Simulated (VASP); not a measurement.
# TaN (P6_3/mmc) in VASP: a series of runs

The runs below take TaN through single point, with PBE.

All numbers are computed with VASP 6.6.1; they aren't measurements. Logs are shortened: lines on timing, memory, paths and dates and some standing lists are left out, and cuts for length are marked.

### 1 The cell of the first run

Symmetry: P6_3/mmc, No. 194, hexagonal system. Conventional cell: a = 2.786 Å, b = 2.786 Å, c = 5.708 Å, α = 90.00°, β = 90.00°, γ = 120.00°. Ta (site symmetry -3m) has 6 N at 2.15 Å and 6 Ta at 2.79 Å within 2.8 Å. Within 2.8 Å of N (site symmetry -6m2) lie 6 Ta at 2.15 Å and 6 N at 2.79 Å.

### 2 Single point, PBE (volume scaled by 0.88, then relaxed in part)

The input, INCAR:

```
PREC = Accurate
ENCUT = 520
EDIFF = 1E-6
ISMEAR = 0
SIGMA = 0.1
LREAL = False
LASPH = True
NELM = 80
ALGO = Normal
ISIF = 2
LWAVE = False
LCHARG = False
GGA = PE
NBANDS = 24
```

The input, KPOINTS:

```
Automatic mesh
0
Gamma
  18 18 8
```

The input, POSCAR:

```
TaN
1.0
    2.7857083276      0.0000000000      0.0000000000
   -1.3928541638      2.4124941792      0.0000000000
    0.0000000000      0.0000000000      5.7078605680
Ta N
2 2
Direct
    0.0000000000      0.0000000000      0.0000000000
    0.0000000000      0.0000000000      0.5000000000
    0.3333333333      0.6666666667      0.2500000000
    0.6666666667      0.3333333333      0.7500000000
```

Potentials or basis: VASP PAW PBE potentials, release 64 (Ta_pv, N).

Started as:

```bash
> cat potpaw_PBE.64/Ta_pv/POTCAR potpaw_PBE.64/N/POTCAR > POTCAR
> mpirun -np 1 vasp_std > vasp.out
```

OUTCAR:

```text
PREC = Accurate
   ENCUT = 520
   EDIFF = 1E-6
   ISMEAR = 0
   LREAL = False
   LASPH = True
   NELM = 80
   ISIF = 2
   GGA = PE

 ion  position               nearest neighbor table
   1  0.000  0.000  0.000-   3 2.15   4 2.15   3 2.15   4 2.15   4 2.15   3 2.15   2 2.85   2 2.85

   2  0.000  0.000  0.500-   3 2.15   4 2.15   3 2.15   4 2.15   4 2.15   3 2.15   1 2.85   1 2.85

   3  0.333  0.667  0.250-   1 2.15   2 2.15   1 2.15   2 2.15   1 2.15   2 2.15
   4  0.667  0.333  0.750-   1 2.15   2 2.15   1 2.15   2 2.15   1 2.15   2 2.15

  LATTYP: Found a hexagonal cell.
 ALAT       =     2.7857083276
 C/A-ratio  =     2.0489799709

  Lattice vectors:

 A1 = (   2.7857083276,   0.0000000000,   0.0000000000)
 A2 = (  -1.3928541638,   2.4124941792,   0.0000000000)
 A3 = (   0.0000000000,   0.0000000000,   5.7078605680)

Analysis of symmetry for initial positions (statically):
=====================================================================
 Subroutine PRICEL returns:
 Original cell was already a primitive cell.

 Routine SETGRP: Setting up the symmetry group for a
 hexagonal supercell.

 Subroutine GETGRP returns: Found 24 space group operations
 (whereof 12 operations were pure point group operations)
 out of a pool of 24 trial point group operations.

The static configuration has the point symmetry D_3d.
 The point group associated with its full space group is D_6h.

Analysis of symmetry for dynamics (positions and initial velocities):
=====================================================================
 Subroutine PRICEL returns:
 Original cell was already a primitive cell.

 Routine SETGRP: Setting up the symmetry group for a
 hexagonal supercell.

 Subroutine GETGRP returns: Found 24 space group operations
 (whereof 12 operations were pure point group operations)
 out of a pool of 24 trial point group operations.

The dynamic configuration has the point symmetry D_3d.
 The point group associated with its full space group is D_6h.

 Subroutine INISYM returns: Found 24 space group operations
 (whereof 12 operations are pure point group operations),
 and found     1 'primitive' translations

----------------------------------------------------------------------------------------

                                     Primitive cell

  volume of cell :      38.3597

  direct lattice vectors                    reciprocal lattice vectors
     2.785708328  0.000000000  0.000000000     0.358975127  0.207254386  0.000000000
    -1.392854164  2.412494179  0.000000000     0.000000000  0.414508772  0.000000000
     0.000000000  0.000000000  5.707860568     0.000000000  0.000000000  0.175196992

  length of vectors
     2.785708328  2.785708328  5.707860568     0.414508772  0.414508772  0.175196992

  position of ions in fractional coordinates (direct lattice)
     0.000000000  0.000000000  0.000000000
     0.000000000  0.000000000  0.500000000
     0.333333333  0.666666667  0.250000000
     0.666666667  0.333333333  0.750000000

  ion indices of the primitive-cell ions
   primitive index   ion index
                 1           1
                 2           2
                 3           3
                 4           4

----------------------------------------------------------------------------------------

 KPOINTS: Automatic mesh

Automatic generation of k-mesh.
 Grid dimensions read from file:
 generate k-points for:   18   18    8

 Generating k-lattice:

  Cartesian coordinates                     Fractional coordinates (reciprocal lattice)
     0.019943063  0.011514133  0.000000000     0.055555556  0.000000000  0.000000000
     0.000000000  0.023028265  0.000000000     0.000000000  0.055555556  0.000000000
     0.000000000  0.000000000  0.021899624     0.000000000  0.000000000  0.125000000

  Length of vectors
     0.023028265  0.023028265  0.021899624

  Shift w.r.t. Gamma in fractional coordinates (k-lattice)
     0.000000000  0.000000000  0.000000000

 Subroutine IBZKPT returns following result:
 ===========================================

 Found    185 irreducible k-points:

 Following reciprocal coordinates:
            Coordinates               Weight
  0.000000  0.000000  0.000000      1.000000
  0.055556  0.000000  0.000000      6.000000
  0.111111  0.000000  0.000000      6.000000
  0.166667  0.000000  0.000000      6.000000
  0.222222 -0.000000  0.000000      6.000000
  0.277778 -0.000000  0.000000      6.000000
[... 16 lines left out ...]
  0.333333  0.111111  0.000000     12.000000
  0.388889  0.111111  0.000000     12.000000
 [... further k-points ...]
   k-points           NKPTS =    185   k-points in BZ     NKDIM =    185   number of bands    NBANDS=     24
   number of dos      NEDOS =    301   number of ions     NIONS =      4
   total plane-waves  NPLWV =  24192
   dimension x,y,z NGX =    24 NGY =   24 NGZ =   42
   dimension x,y,z NGXF=    48 NGYF=   48 NGZF=   84
   ions per type =               2   2
   NGX,Y,Z   is equivalent  to a cutoff of  14.32, 14.32, 12.23 a.u.
   NGXF,Y,Z  is equivalent  to a cutoff of  28.65, 28.65, 24.47 a.u.
 SYSTEM =  unknown system
   PREC   = accura    normal or accurate (medium, high low for compatibility)
   ISTART =      0    job   : 0-new  1-cont  2-samecut
   ICHARG =      2    charge: 1-file 2-atom 10-const
   ISPIN  =      1    spin polarized calculation?
   LNONCOLLINEAR =      F non collinear calculations
   LSORBIT =      F    spin-orbit coupling
   LASPH  =      T    aspherical Exc in radial PAW
   ENCUT  =  520.0 eV  38.22 Ry    6.18 a.u.   5.18  5.18 10.61*2*pi/ulx,y,z
   NELM   =     80;   NELMIN=  2; NELMDL= -5     # of ELM steps
   EDIFF  = 0.1E-05   stopping-criterion for ELM
   LREAL  =      F    real-space projection
   EDIFFG = 0.1E-04   stopping-criterion for IOM
   NSW    =      0    number of steps for IOM
   IBRION =     -1    ionic relax: 0-MD 1-quasi-New 2-CG
   NFREE  =      0    steps in history (QN), initial steepest desc. (CG)
   ISIF   =      2    stress and relaxation
   ISYM   =      2    0-nonsym 1-usesym 2-fastsym
   POTIM  = 0.5000    time-step for ionic-motion
   TEBEG  =    0.0;   TEEND  =   0.0 temperature during run
   PSTRESS=    0.0 pullay stress
   NELECT =      32.0000    total number of electrons
   NUPDOWN=      -1.0000    fix difference up-down
   EMIN   =  10.00;   EMAX   =-10.00  energy-range for DOS
   EFERMI =   0.00;   METHOD = LEGACY
   ISMEAR =     0;   SIGMA  =   0.10  broadening in eV -4-tet -1-fermi 0-gaus
   EFERMI_NEDOS =   21; number of points for ismear=-14 and -15
   IALGO  =     38    algorithm
   IMIX   =      4    mixing-type and parameters
     AMIX     =   0.40;   BMIX     =  1.00
     AMIX_MAG =   1.60;   BMIX_MAG =  1.00
  volume/ion in A,a.u.               =       9.59        64.72
  Fermi-wavevector in a.u.,A,eV,Ry     =   1.541108  2.912272 32.314024  2.375014
  Thomas-Fermi vector in A             =   2.647100
   LORBIT       =      0    0 simple, 1 ext, 2 COOP (PROOUT), +10 PAW based schemes
   GGA     = PE    functional components
   LHFCALC =     F    Hartree Fock is set to
   AEXX    =    0.0000 exact exchange contribution
   IVDW    =     0    specifies the selected vdW correction
   LEPSILON=     F    determine dielectric tensor
   LRPA    =     F    only Hartree local field effects (RPA)
 non-spin polarized calculation
 Gauss-broadening in eV      SIGMA  =   0.10
  energy-cutoff  :      520.00
  volume of cell :       38.36
 maximum number of plane-waves:      1050
 NGX is ok and might be reduce to    24
   NGX = 11   NGY = 11   NGZ = 21

 number of electron      32.0000008 magnetization

 Free energy of the ion-electron system (eV)
  ---------------------------------------------------
  ext. energy  EPLUGINS =         0.00000000
  ---------------------------------------------------
  free energy    TOTEN  =       -43.19196895 eV

  energy without entropy =      -43.18738294  energy(sigma->0) =      -43.18967594

 E-fermi :   9.4844     XC(G=0): -14.0042

 val. band max:        9.4812306343   @ k =   0.0556   0.0000   0.1250
 cond. band min:       9.5033809417   @ k =   0.1111   0.0000   0.2500
 fundamental gap:      0.0221503074
 Fermi energy:         9.4844322343

 k-point     1 :       0.0000    0.0000    0.0000
  band No.  band energies     occupation
      1     -26.1876      2.00000
      2     -25.0568      2.00000
      3     -24.6425      2.00000
      4     -24.6425      2.00000
      5     -24.5515      2.00000
      6     -24.5515      2.00000
[... 16 lines left out ...]
     23      14.2151      0.00000
     24      16.4300      0.00000

 k-point     2 :       0.0556    0.0000    0.0000
  band No.  band energies     occupation
      1     -26.1743      2.00000
      2     -25.0491      2.00000
      3     -24.7009      2.00000
      4     -24.6545      2.00000
      5     -24.6042      2.00000
      6     -24.5626      2.00000
[... 16 lines left out ...]
     23      14.3951      0.00000
     24      16.2765      0.00000

 k-point     3 :       0.1111    0.0000    0.0000
  band No.  band energies     occupation
      1     -26.1358      2.00000
      2     -25.0267      2.00000
      3     -24.8660      2.00000
      4     -24.7538      2.00000
      5     -24.6887      2.00000
      6     -24.5944      2.00000
[... 16 lines left out ...]
     23      14.9298      0.00000
     24      16.1182      0.00000

 k-point     4 :       0.1667    0.0000    0.0000
  band No.  band energies     occupation
      1     -26.0762      2.00000
      2     -25.1107      2.00000
      3     -24.9943      2.00000
      4     -24.9749      2.00000
      5     -24.7407      2.00000
      6     -24.6428      2.00000
[... 16 lines left out ...]
     23      15.1961      0.00000
     24      16.3744      0.00000

 k-point     5 :       0.2222   -0.0000    0.0000
  band No.  band energies     occupation
      1     -26.0024      2.00000
      2     -25.3984      2.00000
      3     -25.2424      2.00000
      4     -24.9490      2.00000
      5     -24.8037      2.00000
      6     -24.7015      2.00000
[... 16 lines left out ...]
     23      15.5108      0.00000
     24      17.1321      0.00000

 k-point     6 :       0.2778   -0.0000    0.0000
  band No.  band energies     occupation
      1     -25.9240      2.00000
      2     -25.6900      2.00000
      3     -25.5144      2.00000
      4     -24.9031      2.00000
      5     -24.8699      2.00000
      6     -24.7633      2.00000
[... 16 lines left out ...]
     23      16.1652      0.00000
     24      17.5273      0.00000
[... 379 lines left out ...]
 k-point    21 :       0.2222    0.1111    0.0000
  band No.  band energies     occupation
      1     -25.8984      2.00000
      2     -25.7188      2.00000
      3     -25.5400      2.00000
      4     -24.9585      2.00000
      5     -24.8915      2.00000
      6     -24.8425      2.00000
[... 16 lines left out ...]
     23      16.4881      0.00000
     24      16.7255      0.00000

 k-point    22 :       0.2778    0.1111    0.0000
  band No.  band energies     occupation
      1     -25.9518      2.00000
      2     -25.8208      2.00000
      3     -25.7527      2.00000
      4     -25.0397      2.00000
      5     -24.9213      2.00000
      6     -24.8470      2.00000
[... 16 lines left out ...]
     23      17.0720      0.00000
     24      17.1293      0.00000

 k-point    23 :       0.3333    0.1111    0.0000
  band No.  band energies     occupation
      1     -26.1302      2.00000
      2     -25.9218      2.00000
      3     -25.7626      2.00000
      4     -25.1054      2.00000
      5     -24.9813      2.00000
      6     -24.8142      2.00000
[... 16 lines left out ...]
     23      17.3526      0.00000
     24      17.6768      0.00000

 k-point    24 :       0.3889    0.1111    0.0000
  band No.  band energies     occupation
      1     -26.2452      2.00000
      2     -26.0303      2.00000
      3     -25.7231      2.00000
      4     -25.1480      2.00000
      5     -25.0205      2.00000
      6     -24.7923      2.00000
[... 16 lines left out ...]
     23      17.3807      0.00000
     24      18.4648      0.00000

 [... further k-points ...]

------------------------ aborting loop because EDIFF is reached ----------------------------------------

  FORCE on cell =-STRESS in cart. coord.  units (eV):
  Direction    XX          YY          ZZ          XY          YZ          ZX
  --------------------------------------------------------------------------------------
  -------------------------------------------------------------------------------------
  Total       13.4516913     13.4516913     13.4922235     -0.0000000     -0.0000000      0.0000000
  in kB      561.8394126    561.8394126    563.5323301     -0.0000000     -0.0000000      0.0000000
  external PRESSURE =     562.4037184 kB  Pullay stress =       0.0000000 kB

 VOLUME and BASIS-vectors are now :
 -----------------------------------------------------------------------------
  energy-cutoff  :      520.00
  volume of cell :       38.36
      direct lattice vectors                 reciprocal lattice vectors
     2.785708328  0.000000000  0.000000000     0.358975127  0.207254386  0.000000000
    -1.392854164  2.412494179  0.000000000     0.000000000  0.414508772  0.000000000
     0.000000000  0.000000000  5.707860568     0.000000000  0.000000000  0.175196992

 POSITION                                       TOTAL-FORCE (eV/Angst)
 -----------------------------------------------------------------------------------
      0.00000      0.00000      0.00000        -0.000000      0.000000     -0.000000
      0.00000      0.00000      2.85393        -0.000000      0.000000     -0.000000
     -0.00000      1.60833      1.42697        -0.000000      0.000000      0.000000
      1.39285      0.80416      4.28090         0.000000      0.000000     -0.000000
 -----------------------------------------------------------------------------------
    total drift:                               -0.000000      0.000000      0.000000

  FREE ENERGIE OF THE ION-ELECTRON SYSTEM (eV)
  ---------------------------------------------------
  free  energy   TOTEN  =       -43.1919689466 eV

  energy  without entropy=      -43.1873829356  energy(sigma->0) =      -43.18967594
```

It took 74 s on 1 thread of Intel Xeon Platinum 8488C (Sapphire Rapids), shared host; peak memory 0.27 GiB.

What came out:

- Free energy: -43.1920 eV
- Pressure: 56.2 GPa
- Band gap on the k mesh: zero (band 16 reaches 10.13 eV, above the bottom of band 17 at 8.93 eV)

Stress tensor (GPa, compression positive):
```
56.18  0.00  0.00
 0.00 56.18  0.00
 0.00  0.00 56.35
```

Levels at points of the mesh, in eV from the Fermi level:
```
           k point  band 14  band 15  band 16  band 17  band 18  band 19
(0.00, 0.00, 0.00)    -2.06    -2.06    -0.27    -0.27     0.71     0.71
(0.50, 0.00, 0.00)    -4.10    -2.88    -2.59     3.33     5.03     5.89
(0.00, 0.00, 0.50)    -4.21    -0.82    -0.82     1.19     1.19     1.19
(0.50, 0.00, 0.50)    -4.73    -2.50    -2.50     4.67     4.67     5.72
```

Caveat: spin-orbit coupling is left out, which moves the levels of the heavy elements.

[end of part 1 of 2]
